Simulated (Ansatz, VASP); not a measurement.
# Two plane-wave programs on Os

File INCAR:

```
PREC = Accurate
ENCUT = 600
EDIFF = 1E-6
ISMEAR = -1
SIGMA = 0.1
LREAL = False
LASPH = True
NELM = 60
ALGO = Normal
ISIF = 3
LWAVE = False
LCHARG = False
GGA = PS
IBRION = 2
NSW = 80
EDIFFG = -0.01
```

File KPOINTS:

```
Automatic mesh
0
Gamma
  13 13 4
```

File POSCAR:

```
Os
1.0
    2.7047363762      0.0000000000      0.0000000000
   -1.3523681881      2.3423704123      0.0000000000
    0.0000000000      0.0000000000      8.8336690046
Os
4
Direct
    0.0000000000      0.0000000000      0.0000000000
    0.0000000000      0.0000000000      0.5000000000
    0.3333333333      0.6666666667      0.2500000000
    0.6666666667      0.3333333333      0.7500000000
```

Input for Ansatz:

```yaml
crystal:
  lattice:
    - [2.7047363762, 0.0, 0.0]
    - [-1.3523681881, 2.3423704123, 0.0]
    - [0.0, 0.0, 8.8336690046]
  atoms:
    - { symbol: Os, position: [0.0, 0.0, 0.0] }
    - { symbol: Os, position: [0.0, 0.0, 0.5] }
    - { symbol: Os, position: [0.3333333333, 0.6666666667, 0.25] }
    - { symbol: Os, position: [0.6666666667, 0.3333333333, 0.75] }
hamiltonian:
  xc: pbesol
  pseudopotentials:
    kind: paw
    azcp:
      Os: "pseudopotentials/Os.paw.azcp"
basis:
  ecutwfc: 420
  fft_grid_basis: typed
kpoints:
  mp_grid: { grid: [13, 13, 4], shift: [0, 0, 0] }
magnetization:
  spin_polarized: false
scf:
  occupations: { method: fermi_dirac, width: 0.1 }
relax:
  max_steps: 60
  f_tol: 0.01
  cell: {}
```

Alike in both runs: task relaxation of cell and atoms; functional PBEsol; k mesh 13 × 13 × 4; occupations fermi-dirac, width 0.1 eV; no spin polarisation.

|  | VASP | Ansatz |
| --- | --- | --- |
| version | VASP 6.6.1 | Ansatz 0.2.0 |
| potentials or method | VASP PAW PBE potentials, release 64 (Os), cutoff 600 eV | plane waves (420 eV) with PAW, scalar-relativistic |
| valence electrons in the cell | 32 | 64 |

Ansatz gave:

- relaxed volume (Å³/atom): 13.95
- relaxed cell length with the largest relative difference (Å): 2.717

Problem. Estimate VASP's values.

Solution. Relaxed volume (Å³/atom): 13.97; relaxed cell length with the largest relative difference (Å): 2.719.

VASP's potentials were made for PBE, not for PBEsol, and Ansatz warns of the same on its side. VASP's potentials hold 32 valence electrons a cell and Ansatz's 64, so a difference there can come from the potentials and not from the codes.

Neither program's run includes spin-orbit coupling. Noted on VASP's run: too few bands were computed for a metal, which touches its energy and stress.
